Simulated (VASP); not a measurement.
# CrO2 (Cmcm) in VASP: single point with LDA

Aim: the single point of CrO2 with LDA.

Everything below comes from runs of VASP 6.6.1. Logs are shortened: lines on timing, memory, paths and dates and some standing lists are left out, and cuts for length are marked.

### 1 The cell of the first run

The structure is orthorhombic, space group Cmcm (No. 63). Conventional cell: a = 2.864 Å, b = 5.227 Å, c = 10.788 Å, α = 90.00°, β = 90.00°, γ = 90.00°. Within 2.6 Å of Cr (site symmetry 2/m) lie 6 O at 1.93 to 2.00 Å. O (site symmetry m) has 3 Cr at 1.93 to 2.00 Å and 3 O at 2.56 to 2.58 Å within 2.6 Å.

### 2 Single point, LDA, collinear spin, antiferromagnetic start

INCAR

```
PREC     = Accurate       # precision mode
ENCUT    = 520            # plane-wave cutoff, eV
EDIFF    = 1E-6           # SCF threshold, eV
ISMEAR   = 1              # smearing method
SIGMA    = 0.02           # smearing width, eV
LREAL    = False          # projectors in reciprocal space
LASPH    = True           # aspherical terms in the spheres
NELM     = 150            # most SCF steps
ALGO     = Fast           # electronic algorithm
ISIF     = 2              # what is computed and relaxed
LWAVE    = False          # write WAVECAR
LCHARG   = False          # write CHGCAR
ISPIN    = 2              # spin polarisation
MAGMOM   = 3 -3 0 0 0 0   # initial moments
LORBIT   = 11             # projections on sites
LMAXMIX  = 4              # l up to which the mixer works
GGA      = CA             # functional
NBANDS   = 37             # bands
```

KPOINTS

```
Automatic mesh
0
Gamma
  7 7 2
```

POSCAR

```
CrO2
1.0
    1.4318600000     -2.6135190000      0.0000000000
    1.4318600000      2.6135190000      0.0000000000
    0.0000000000      0.0000000000     10.7884890000
Cr O
2 4
Direct
    0.0000000000      0.0000000000      0.5000000000
    0.0000000000      0.0000000000      0.0000000000
    0.6640970000      0.3359030000      0.5891990000
    0.6640970000      0.3359030000      0.9108010000
    0.3359030000      0.6640970000      0.4108010000
    0.3359030000      0.6640970000      0.0891990000
```

Potentials or basis: VASP PAW LDA potentials, release 64 (Cr_pv, O).

Launch:

```sh
cat potpaw_LDA.64/Cr_pv/POTCAR potpaw_LDA.64/O/POTCAR > POTCAR
mpirun -np 1 vasp_std > vasp.out
```

OUTCAR:

```text
PREC = Accurate
   ENCUT = 520
   EDIFF = 1E-6
   ISMEAR = 1
   LREAL = False
   LASPH = True
   NELM = 150
   ISIF = 2
   ISPIN = 2
   LORBIT = 11
   GGA = CA

 ion  position               nearest neighbor table
   1  0.000  0.000  0.500-   3 1.93   5 1.93   3 1.93   5 1.93   3 2.00   5 2.00
   2  0.000  0.000  0.000-   4 1.93   6 1.93   4 1.93   6 1.93   4 2.00   6 2.00
   3  0.664  0.336  0.589-   1 1.93   1 1.93   1 2.00
   4  0.664  0.336  0.911-   2 1.93   2 1.93   2 2.00
   5  0.336  0.664  0.411-   1 1.93   1 1.93   1 2.00
   6  0.336  0.664  0.089-   2 1.93   2 1.93   2 2.00

  LATTYP: Found a base centered orthorhombic cell.
 ALAT       =     2.8637200000
 B/A-ratio  =     1.8252615479
 C/A-ratio  =     3.7672988281

  Lattice vectors:

 A1 = (   1.4318600000,  -2.6135190000,   0.0000000000)
 A2 = (   1.4318600000,   2.6135190000,   0.0000000000)
 A3 = (   0.0000000000,   0.0000000000,  10.7884890000)

Analysis of symmetry for initial positions (statically):
=====================================================================
 Subroutine PRICEL returns:
 Original cell was already a primitive cell.

 Routine SETGRP: Setting up the symmetry group for a
 base centered orthorhombic supercell.

 Subroutine GETGRP returns: Found  8 space group operations
 (whereof  4 operations were pure point group operations)
 out of a pool of  8 trial point group operations.

The static configuration has the point symmetry C_2h.
 The point group associated with its full space group is D_2h.

Analysis of symmetry for dynamics (positions and initial velocities):
=====================================================================
 Subroutine PRICEL returns:
 Original cell was already a primitive cell.

 Routine SETGRP: Setting up the symmetry group for a
 base centered orthorhombic supercell.

 Subroutine GETGRP returns: Found  8 space group operations
 (whereof  4 operations were pure point group operations)
 out of a pool of  8 trial point group operations.

The dynamic configuration has the point symmetry C_2h.
 The point group associated with its full space group is D_2h.

Analysis of structural, dynamic, and magnetic symmetry:
=====================================================================
 Subroutine PRICEL returns:
 Original cell was already a primitive cell.

 Routine SETGRP: Setting up the symmetry group for a
 base centered orthorhombic supercell.

 Subroutine GETGRP returns: Found  8 space group operations
 (whereof  4 operations were pure point group operations)
[... 148 lines left out ...]
 NGX is ok and might be reduce to    24
   NGX = 11   NGY = 11   NGZ = 41

 number of electron      47.9999997 magnetization      -0.0000000

 number of electron      47.9999997 magnetization       0.0000000

 Free energy of the ion-electron system (eV)
  ---------------------------------------------------
  ext. energy  EPLUGINS =         0.00000000
  ---------------------------------------------------
  free energy    TOTEN  =       -53.76661249 eV

  energy without entropy =      -53.76620431  energy(sigma->0) =      -53.76647643

 E-fermi :   1.5795     XC(G=0): -10.0176

 val. band max:        1.5787450722   @ k =   0.2857   0.2857   0.0000
 cond. band min:       1.5798645872   @ k =   0.1429   0.1429   0.5000
 fundamental gap:      0.0011195150
 Fermi energy:         1.5795456054

 spin component 1

 k-point     1 :       0.0000    0.0000    0.0000
  band No.  band energies     occupation
      1     -42.7713      1.00000
      2     -42.7112      1.00000
      3     -42.6683      1.00000
      4     -40.8065      1.00000
      5     -40.7827      1.00000
      6     -40.6042      1.00000
[... 925 lines left out ...]
     35      11.1280      0.00000
     36      13.5760      0.00000

 [... further k-points ...]

 spin component 2

 k-point     1 :       0.0000    0.0000    0.0000
  band No.  band energies     occupation
      1     -42.7713      1.00000
      2     -42.7112      1.00000
      3     -42.6683      1.00000
      4     -40.8065      1.00000
      5     -40.7827      1.00000
      6     -40.6042      1.00000
[... 925 lines left out ...]
     35      11.1280      0.00000
     36      13.5747      0.00000

 [... further k-points ...]

 [bands above 36 left out]

------------------------ aborting loop because EDIFF is reached ----------------------------------------

  FORCE on cell =-STRESS in cart. coord.  units (eV):
  Direction    XX          YY          ZZ          XY          YZ          ZX
  --------------------------------------------------------------------------------------
  -------------------------------------------------------------------------------------
  Total       -7.7729457    -11.1450709     -5.5570220      0.0000000     -0.0000000      0.0000000
  in kB     -154.2337360   -221.1447232   -110.2645373      0.0000000     -0.0000000      0.0000000
  external PRESSURE =    -161.8809988 kB  Pullay stress =       0.0000000 kB

 VOLUME and BASIS-vectors are now :
 -----------------------------------------------------------------------------
  energy-cutoff  :      520.00
  volume of cell :       80.75
      direct lattice vectors                 reciprocal lattice vectors
     1.431860000 -2.613519000  0.000000000     0.349196150 -0.191312939  0.000000000
     1.431860000  2.613519000  0.000000000     0.349196150  0.191312939  0.000000000
     0.000000000  0.000000000 10.788489000     0.000000000  0.000000000  0.092691386

 POSITION                                       TOTAL-FORCE (eV/Angst)
 -----------------------------------------------------------------------------------
      0.00000      0.00000      5.39424         0.000000     -0.000000      0.000000
      0.00000      0.00000      0.00000         0.000000     -0.000000      0.000000
      1.43186     -0.85774      6.35657         0.000000     -0.133058     -1.328186
      1.43186     -0.85774      9.82617         0.000000     -0.133058      1.328186
      1.43186      0.85774      4.43192         0.000000      0.133058      1.328186
      1.43186      0.85774      0.96232         0.000000      0.133058     -1.328186
 -----------------------------------------------------------------------------------
    total drift:                                0.000000     -0.000000      0.000000

  FREE ENERGIE OF THE ION-ELECTRON SYSTEM (eV)
  ---------------------------------------------------
  free  energy   TOTEN  =       -53.7666124856 eV

  energy  without entropy=      -53.7662043075  energy(sigma->0) =      -53.76647643

 total charge

# of ion       s       p       d       tot
------------------------------------------
    1        0.335   6.413   4.030  10.778
    2        0.335   6.413   4.030  10.778
    3        1.568   3.372   0.000   4.940
    4        1.568   3.372   0.000   4.940
    5        1.568   3.372   0.000   4.940
    6        1.568   3.372   0.000   4.940
--------------------------------------------------
tot          6.941  26.316   8.059  41.316

 magnetization (x)

# of ion       s       p       d       tot
------------------------------------------
    1        0.028   0.016   1.994   2.039
    2       -0.028  -0.016  -1.994  -2.039
    3        0.000  -0.049   0.000  -0.049
    4       -0.000   0.049   0.000   0.049
    5        0.000  -0.049   0.000  -0.049
    6       -0.000   0.049   0.000   0.049
--------------------------------------------------
tot          0.000   0.000   0.000   0.000
```

OSZICAR:

```text
N       E                     dE             d eps       ncg     rms          rms(c)
DAV:   1     0.563596073095E+03    0.56360E+03   -0.25514E+04  4752   0.136E+03
DAV:   2    -0.161113212845E+02   -0.57971E+03   -0.53506E+03  5048   0.414E+02
DAV:   3    -0.681638840452E+02   -0.52053E+02   -0.50836E+02  5274   0.137E+02
[... 12 lines left out ...]
RMM:  16    -0.537666070463E+02    0.26310E-04   -0.14498E-04  6891   0.548E-02    0.463E-02
RMM:  17    -0.537666096217E+02   -0.25753E-05   -0.63725E-05  7272   0.282E-02    0.232E-02
RMM:  18    -0.537666108607E+02   -0.12390E-05   -0.16862E-05  6640   0.143E-02    0.100E-02
RMM:  19    -0.537666120948E+02   -0.12341E-05   -0.51871E-06  5415   0.748E-03    0.499E-03
RMM:  20    -0.537666124856E+02   -0.39083E-06   -0.18039E-06  4791   0.460E-03
   1 F= -.53766612E+02 E0= -.53766476E+02  d E =-.408178E-03  mag=    -0.0000
```

stdout:

```text
POSCAR found type information on POSCAR CrO
 POSCAR found :  2 types and       6 ions
 scaLAPACK will be used
 LDA part: xc-table for (Slater(with rela. corr.)+CA(PZ))
 , standard interpolation
 POSCAR, INCAR and KPOINTS ok, starting setup
 FFT: planning ... GRIDC
 FFT: planning ... GRID_SOFT
 FFT: planning ... GRID
 WAVECAR not read
 entering main loop
WARNING in EDDRMM: call to ZHEGV failed, returncode =   6  3     34
```

Run time: 2.1 min. Hardware: 1 thread of Intel Xeon 6975P-C (Granite Rapids), shared host; peak memory 0.26 GiB.

What came out:

```yaml
Free_energy: -53.7666 eV
Pressure: -16.2 GPa
Largest_force: 1.335 eV/Å
Band_gap_on_the_k_mesh: zero (filled and empty bands overlap)
Net_moment: 0.00 μB per cell
Site_moments: Cr +2.04, -2.04; O -0.05, +0.05 (each value once) μB
Valence_electrons_inside_the_program's_atomic_spheres: Cr 10.78; O 4.94
```

Forces on the atoms (eV/Å):
```
Cr   0.000  0.000  0.000
Cr   0.000  0.000  0.000
O    0.000 -0.133 -1.328
O    0.000 -0.133  1.328
O    0.000  0.133  1.328
O    0.000  0.133 -1.328
```

Levels at points of the mesh, in eV from the Fermi level:
Spin up:
```
           k point  band 21  band 22  band 23  band 24  band 25  band 26  band 27  band 28
(0.00, 0.00, 0.00)    -1.59    -1.56    -1.26    -1.14     0.59     0.66     0.84     2.22
(0.00, 0.00, 0.50)    -1.59    -1.56    -1.26    -1.14     0.59     0.66     0.84     2.22
```
Spin down:
```tsv
k point	band 22	band 23	band 24	band 25	band 26	band 27
(0.00, 0.00, 0.00)	-1.56	-1.26	-1.14	0.59	0.66	0.84
(0.00, 0.00, 0.50)	-1.56	-1.26	-1.14	0.59	0.66	0.84
```

Caveat: the cell stands under tension; semilocal functionals often make such compounds metallic where correlation or magnetic order opens a gap, which also shifts bond lengths; forces of over 1 eV/Å act on the atoms, so gaps and moduli don't describe the material at rest.
